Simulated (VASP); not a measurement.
# Si19C18 (a cell with a defect) in VASP: further runs

Runs on Si19C18 (a cell with a defect). Level: PBE. Tasks: single point.

Everything below comes from runs of VASP 6.6.1. Logs are shortened: lines on timing, memory, paths and dates and some standing lists are left out, and cuts for length are marked.

### 1 The cell of the first run

The cell holds a defect, 37 atoms: a = 7.378 Å, b = 7.378 Å, c = 7.378 Å, α = 77.90°, β = 77.90°, γ = 77.90°.

### 2 Single point, PBE (with an interstitial atom, then relaxed in part)

Input file INCAR:

```
PREC = Accurate
ENCUT = 520
EDIFF = 1E-7
ISMEAR = 0
SIGMA = 0.01
LREAL = Auto
LASPH = True
NELM = 80
ALGO = Normal
ISIF = 2
LWAVE = False
LCHARG = False
GGA = PE
NBANDS = 98
```

Input file KPOINTS:

```
Automatic mesh
0
Gamma
  2 2 2
  0.5 0.5 0.5
```

Input file POSCAR:

```
Si19C18
1.0
    4.6379047771      2.6776955715     -5.0742922873
    0.0000000000     -5.3553911431     -5.0742922873
   -4.6379047771      2.6776955715     -5.0742922873
Si C
19 18
Direct
    0.9452931206      0.2803875515      0.2813622986
    0.9477026772      0.9459650514      0.5864465836
    0.2821353204      0.2803932500      0.9445036048
    0.6092345401      0.2836170614      0.6084392252
    0.2821486250      0.9435422907      0.2813557896
    0.9477399052      0.5854809306      0.9468917424
    0.2854043989      0.6074283160      0.6084548067
    0.5872129567      0.9459470789      0.9469349049
    0.6092064351      0.6074554738      0.2846259320
    0.8957473233      0.2224557846      0.8949277312
    0.8957209648      0.8939277577      0.2234987191
    0.2253884660      0.2236582633      0.5559582253
    0.5567456355      0.2236347638      0.2246172404
    0.2241695859      0.8939783010      0.8949676937
    0.8919013999      0.5556987931      0.5566695305
    0.2253674417      0.5549875439      0.2246353387
    0.5574493241      0.8901328256      0.5566951654
    0.5574663065      0.5557113585      0.8911082565
    0.9025489794      0.9007940699      0.9018042530
    0.8183672513      0.1583528849      0.1593535061
    0.8195159229      0.8177785156      0.4850537037
    0.1601341005      0.1583825333      0.8175734346
    0.4874031518      0.1536334803      0.4866141323
    0.1601152432      0.8166098706      0.1593752559
    0.8195295117      0.4840542024      0.8187547338
    0.1553927776      0.4856508153      0.4866271490
    0.4857830856      0.8177770929      0.8187616766
    0.4873941529      0.4856450893      0.1546151753
    0.1019278584      0.4266520883      0.1011485732
    0.1019364418      0.1001877778      0.4276108408
    0.4337188751      0.4319233213      0.7657281396
    0.7664994896      0.4319239199      0.4329151392
    0.4283988467      0.1001845799      0.1011515748
    0.1071173368      0.7590731834      0.7599842197
    0.4336833494      0.7647441093      0.4329188699
    0.7607969438      0.1053288413      0.7600107667
    0.7607464506      0.7590280773      0.1063505532
```

Potentials or basis: VASP PAW PBE potentials, release 64 (Si, C).

Command:

```
> cat potpaw_PBE.64/Si/POTCAR potpaw_PBE.64/C/POTCAR > POTCAR
> mpirun -np 1 vasp_std > vasp.out
```

OUTCAR:

```text
PREC = Accurate
   ENCUT = 520
   EDIFF = 1E-7
   ISMEAR = 0
   LREAL = Auto
   LASPH = True
   NELM = 80
   ISIF = 2
   GGA = PE

 ion  position               nearest neighbor table
   1  0.945  0.280  0.281-  32 1.88  20 1.88  30 1.88  29 1.88   2 2.97   6 2.97  10 3.08  11 3.08
                             4 3.08   9 3.08  15 3.08  16 3.10  12 3.10  13 3.11   5 3.12   3 3.12
   2  0.948  0.946  0.586-  21 1.82  30 1.84  36 2.03  34 2.03  19 2.24  11 2.90   1 2.97   5 2.97
                            17 3.05  15 3.05  12 3.13   4 3.14   7 3.14
   3  0.282  0.280  0.945-  31 1.88  22 1.88  29 1.88  33 1.88   6 2.97   8 2.97  10 3.08  14 3.08
                             7 3.08   4 3.08  18 3.08  13 3.10  16 3.10  12 3.11   1 3.12   5 3.12
   4  0.609  0.284  0.608-  36 1.88  32 1.88  31 1.88  23 1.90   7 3.00   9 3.00  13 3.07  12 3.07
                             1 3.08   3 3.08  15 3.10  18 3.10  17 3.12   2 3.14   8 3.14
   5  0.282  0.944  0.281-  35 1.88  24 1.88  33 1.88  30 1.88   8 2.97   2 2.97  14 3.08  11 3.08
                             9 3.08   7 3.08  17 3.08  13 3.10  12 3.10  16 3.11   1 3.12   3 3.12
   6  0.948  0.585  0.947-  25 1.82  29 1.84  34 2.03  37 2.03  19 2.24  10 2.90   3 2.97   1 2.97
                            15 3.05  18 3.05  16 3.13   7 3.14   9 3.14
   7  0.285  0.607  0.608-  34 1.88  31 1.88  35 1.88  26 1.90   9 3.00   4 3.00  12 3.07  16 3.07
                             3 3.08   5 3.08  18 3.10  17 3.10  15 3.12   6 3.14   2 3.14
   8  0.587  0.946  0.947-  27 1.82  33 1.84  37 2.03  36 2.03  19 2.24  14 2.90   5 2.97   3 2.97
                            18 3.05  17 3.05  13 3.13   4 3.14   9 3.14
   9  0.609  0.607  0.285-  37 1.88  35 1.88  32 1.88  28 1.90   7 3.00   4 3.00  13 3.07  16 3.07
[... 25 lines left out ...]
  24  0.160  0.817  0.159-  16 1.87   5 1.88  11 1.90  14 1.90
  25  0.820  0.484  0.819-   6 1.82  18 1.89  15 1.89  10 1.89
  26  0.155  0.486  0.487-  16 1.88  12 1.88  15 1.89   7 1.90
  27  0.486  0.818  0.819-   8 1.82  17 1.89  18 1.89  14 1.89
  28  0.487  0.486  0.155-  13 1.88  16 1.88  18 1.89   9 1.90
  29  0.102  0.427  0.101-   6 1.84   3 1.88   1 1.88  16 1.90
  30  0.102  0.100  0.428-   2 1.84   1 1.88   5 1.88  12 1.90
  31  0.434  0.432  0.766-   3 1.88   7 1.88   4 1.88  18 1.89
  32  0.766  0.432  0.433-   1 1.88   4 1.88   9 1.88  15 1.89
  33  0.428  0.100  0.101-   8 1.84   5 1.88   3 1.88  13 1.90
  34  0.107  0.759  0.760-   7 1.88  19 1.90  14 1.97   2 2.03   6 2.03
  35  0.434  0.765  0.433-   5 1.88   9 1.88   7 1.88  17 1.89
  36  0.761  0.105  0.760-   4 1.88  19 1.90  10 1.97   2 2.03   8 2.03
  37  0.761  0.759  0.106-   9 1.88  19 1.90  11 1.97   8 2.03   6 2.03

  LATTYP: Found a trigonal (rhomboedric) cell.
 ALAT       =     7.3775779570
 COS(alpha) =     0.2096016290

  Lattice vectors:

 A1 = (   4.6379047771,   2.6776955715,  -5.0742922873)
 A2 = (   0.0000000000,  -5.3553911431,  -5.0742922873)
 A3 = (  -4.6379047771,   2.6776955715,  -5.0742922873)

Analysis of symmetry for initial positions (statically):
=====================================================================
 Subroutine PRICEL returns:
 Original cell was already a primitive cell.

 Routine SETGRP: Setting up the symmetry group for a
 trigonal (rhombohedral) supercell.

 Subroutine GETGRP returns: Found  1 space group operations
 (whereof  1 operations were pure point group operations)
 out of a pool of 12 trial point group operations.

The static configuration has the point symmetry C_1 .

Analysis of symmetry for dynamics (positions and initial velocities):
=====================================================================
 Subroutine PRICEL returns:
 Original cell was already a primitive cell.

 Routine SETGRP: Setting up the symmetry group for a
 trigonal (rhombohedral) supercell.

 Subroutine GETGRP returns: Found  1 space group operations
 (whereof  1 operations were pure point group operations)
 out of a pool of 12 trial point group operations.

The dynamic configuration has the point symmetry C_1 .

 Subroutine INISYM returns: Found  1 space group operations
 (whereof  1 operations are pure point group operations),
 and found     1 'primitive' translations

----------------------------------------------------------------------------------------

                                     Primitive cell

  volume of cell :     378.1027

  direct lattice vectors                    reciprocal lattice vectors
     4.637904777  2.677695572 -5.074292287     0.107807302  0.062242575 -0.065690606
     0.000000000 -5.355391143 -5.074292287     0.000000000 -0.124485149 -0.065690606
    -4.637904777  2.677695572 -5.074292287    -0.107807302  0.062242575 -0.065690606

  length of vectors
[... 87 lines left out ...]
 generate k-points for:    2    2    2

 Generating k-lattice:

  Cartesian coordinates                     Fractional coordinates (reciprocal lattice)
     0.053903651  0.031121287 -0.032845303     0.500000000  0.000000000  0.000000000
     0.000000000 -0.062242575 -0.032845303     0.000000000  0.500000000  0.000000000
    -0.053903651  0.031121287 -0.032845303     0.000000000  0.000000000  0.500000000

  Length of vectors
     0.070377212  0.070377212  0.070377212

  Shift w.r.t. Gamma in fractional coordinates (k-lattice)
     0.500000000  0.500000000  0.500000000

 Subroutine IBZKPT returns following result:
 ===========================================

 Found      4 irreducible k-points:

 Following reciprocal coordinates:
            Coordinates               Weight
  0.250000  0.250000  0.250000      2.000000
 -0.250000  0.250000  0.250000      2.000000
  0.250000 -0.250000  0.250000      2.000000
  0.250000  0.250000 -0.250000      2.000000
   k-points           NKPTS =      4   k-points in BZ     NKDIM =      4   number of bands    NBANDS=     98
   number of dos      NEDOS =    301   number of ions     NIONS =     37
   total plane-waves  NPLWV = 175616
   dimension x,y,z NGX =    56 NGY =   56 NGZ =   56
   dimension x,y,z NGXF=   112 NGYF=  112 NGZF=  112
   ions per type =              19  18
   NGX,Y,Z   is equivalent  to a cutoff of  12.62, 12.62, 12.62 a.u.
   NGXF,Y,Z  is equivalent  to a cutoff of  25.24, 25.24, 25.24 a.u.
 SYSTEM =  unknown system
   PREC   = accura    normal or accurate (medium, high low for compatibility)
   ISTART =      0    job   : 0-new  1-cont  2-samecut
   ICHARG =      2    charge: 1-file 2-atom 10-const
   ISPIN  =      1    spin polarized calculation?
   LNONCOLLINEAR =      F non collinear calculations
   LSORBIT =      F    spin-orbit coupling
   LASPH  =      T    aspherical Exc in radial PAW
   ENCUT  =  520.0 eV  38.22 Ry    6.18 a.u.  13.72 13.72 13.72*2*pi/ulx,y,z
   NELM   =     80;   NELMIN=  2; NELMDL= -5     # of ELM steps
   EDIFF  = 0.1E-06   stopping-criterion for ELM
   LREAL  =      T    real-space projection
   EDIFFG = 0.1E-05   stopping-criterion for IOM
   NSW    =      0    number of steps for IOM
   IBRION =     -1    ionic relax: 0-MD 1-quasi-New 2-CG
   NFREE  =      0    steps in history (QN), initial steepest desc. (CG)
   ISIF   =      2    stress and relaxation
   ISYM   =      2    0-nonsym 1-usesym 2-fastsym
   POTIM  = 0.5000    time-step for ionic-motion
   TEBEG  =    0.0;   TEEND  =   0.0 temperature during run
   PSTRESS=    0.0 pullay stress
   NELECT =     148.0000    total number of electrons
   NUPDOWN=      -1.0000    fix difference up-down
   EMIN   =  10.00;   EMAX   =-10.00  energy-range for DOS
   EFERMI =   0.00;   METHOD = LEGACY
   ISMEAR =     0;   SIGMA  =   0.01  broadening in eV -4-tet -1-fermi 0-gaus
   EFERMI_NEDOS =   21; number of points for ismear=-14 and -15
   IALGO  =     38    algorithm
   IMIX   =      4    mixing-type and parameters
     AMIX     =   0.40;   BMIX     =  1.00
     AMIX_MAG =   1.60;   BMIX_MAG =  1.00
  volume/ion in A,a.u.               =      10.22        68.96
  Fermi-wavevector in a.u.,A,eV,Ry     =   1.197546  2.263034 19.512334  1.434116
  Thomas-Fermi vector in A             =   2.333458
   LORBIT       =      0    0 simple, 1 ext, 2 COOP (PROOUT), +10 PAW based schemes
   GGA     = PE    functional components
   LHFCALC =     F    Hartree Fock is set to
   AEXX    =    0.0000 exact exchange contribution
   IVDW    =     0    specifies the selected vdW correction
   LEPSILON=     F    determine dielectric tensor
   LRPA    =     F    only Hartree local field effects (RPA)
 non-spin polarized calculation
 Gauss-broadening in eV      SIGMA  =   0.01
  energy-cutoff  :      520.00
  volume of cell :      378.10
 maximum number of plane-waves:     10189
 NGX is ok and might be reduce to    54
   NGX = 27   NGY = 27   NGZ = 27

 number of electron     148.0000001 magnetization

 Free energy of the ion-electron system (eV)
  ---------------------------------------------------
  ext. energy  EPLUGINS =         0.00000000
  ---------------------------------------------------
  free energy    TOTEN  =      -266.21267780 eV

  energy without entropy =     -266.21267780  energy(sigma->0) =     -266.21267780

 E-fermi :  11.0840     XC(G=0): -11.4585

 val. band max:       10.9719829781   @ k =   0.2500   0.2500   0.2500
 cond. band min:      11.2431394166   @ k =   0.2500   0.2500   0.2500
 fundamental gap:      0.2711564386
 Fermi energy:        11.0840282029

 k-point     1 :       0.2500    0.2500    0.2500
  band No.  band energies     occupation
      1      -7.2096      2.00000
      2      -5.8421      2.00000
      3      -5.3703      2.00000
      4      -5.3701      2.00000
      5      -4.8827      2.00000
      6      -4.5637      2.00000
[... 345 lines left out ...]
     85      13.3100      0.00000
     86      13.5055      0.00000
 [bands above 86 left out]

------------------------ aborting loop because EDIFF is reached ----------------------------------------

  FORCE on cell =-STRESS in cart. coord.  units (eV):
  Direction    XX          YY          ZZ          XY          YZ          ZX
  --------------------------------------------------------------------------------------
  -------------------------------------------------------------------------------------
  Total       20.7988029     20.7932671     18.1027046     -0.0033924      0.0015926      0.0034029
  in kB       88.1331236     88.1096664     76.7086412     -0.0143750      0.0067486      0.0144194
  external PRESSURE =      84.3171437 kB  Pullay stress =       0.0000000 kB

 VOLUME and BASIS-vectors are now :
 -----------------------------------------------------------------------------
  energy-cutoff  :      520.00
  volume of cell :      378.10
      direct lattice vectors                 reciprocal lattice vectors
     4.637904777  2.677695572 -5.074292287     0.107807302  0.062242575 -0.065690606
     0.000000000 -5.355391143 -5.074292287     0.000000000 -0.124485149 -0.065690606
    -4.637904777  2.677695572 -5.074292287    -0.107807302  0.062242575 -0.065690606

 POSITION                                       TOTAL-FORCE (eV/Angst)
 -----------------------------------------------------------------------------------
      3.07925      1.78302     -7.64718        -0.008484     -0.004219     -0.007782
      1.67547     -0.95803    -12.58482        -0.006657      0.004594     -0.014354
     -3.07200      1.78295     -7.64712         0.008943     -0.001995     -0.012003
      0.00369      1.74168     -7.61799         0.000087     -0.014083     -0.000729
      0.00368     -3.54414     -7.64720        -0.000732      0.008201     -0.009940
      0.00393      1.93777    -12.58482        -0.002683     -0.007323     -0.011365
[... 29 lines left out ...]
      0.00365      3.50818     -8.25149         0.002976     -0.001390      0.006563
      3.03503     -1.74307     -8.25143         0.006295     -0.000643     -0.000684
 -----------------------------------------------------------------------------------
    total drift:                               -0.000009      0.011748     -0.002991

  FREE ENERGIE OF THE ION-ELECTRON SYSTEM (eV)
  ---------------------------------------------------
  free  energy   TOTEN  =      -266.2126778036 eV

  energy  without entropy=     -266.2126778036  energy(sigma->0) =     -266.21267780
```

Run time: 5 min. Hardware: 1 thread of Oxide Virtual Turin-like, shared host; peak memory 0.4 GiB.

What came out:

```
Free energy            : -266.2127 eV
Pressure               : 8.4 GPa
Largest force          : 0.023 eV/Å
Band gap on the k mesh : 0.27 eV
```

Forces on the atoms (eV/Å):
```
Si  -0.008 -0.004 -0.008
Si  -0.007  0.005 -0.014
Si   0.009 -0.002 -0.012
Si   0.000 -0.014 -0.001
Si  -0.001  0.008 -0.010
Si  -0.003 -0.007 -0.011
Si   0.014  0.002 -0.007
Si   0.007  0.004 -0.011
Si  -0.012  0.009 -0.001
Si  -0.004 -0.011  0.006
Si  -0.006 -0.002  0.009
Si   0.004  0.002  0.003
Si  -0.001 -0.001  0.002
Si   0.010  0.003  0.004
Si   0.000  0.002  0.015
Si   0.005  0.004  0.000
Si   0.000 -0.004  0.015
Si  -0.005  0.002  0.013
Si  -0.001  0.000  0.023
C    0.017  0.005 -0.001
C   -0.002  0.004 -0.010
C   -0.016  0.005  0.001
C   -0.004  0.001 -0.005
C    0.001 -0.016  0.004
C    0.000 -0.003 -0.009
C   -0.004 -0.001  0.002
C    0.000  0.002 -0.015
C   -0.001 -0.002 -0.002
C    0.001 -0.001  0.007
C    0.002  0.005  0.005
C   -0.011  0.005 -0.003
C    0.010  0.007 -0.007
C   -0.002  0.000  0.010
C    0.002  0.005  0.005
C   -0.001 -0.007 -0.003
C    0.003 -0.001  0.007
C    0.006 -0.001 -0.001
```

Stress tensor (GPa, compression positive):
```
8.81 0.00 0.00
0.00 8.81 0.00
0.00 0.00 7.67
```

Caveat: the cell differs from its parent crystal (with an interstitial atom, then relaxed in part); semilocal functionals underestimate gaps, and a narrow one can read as zero.

(Continued in part 2 of 2.)
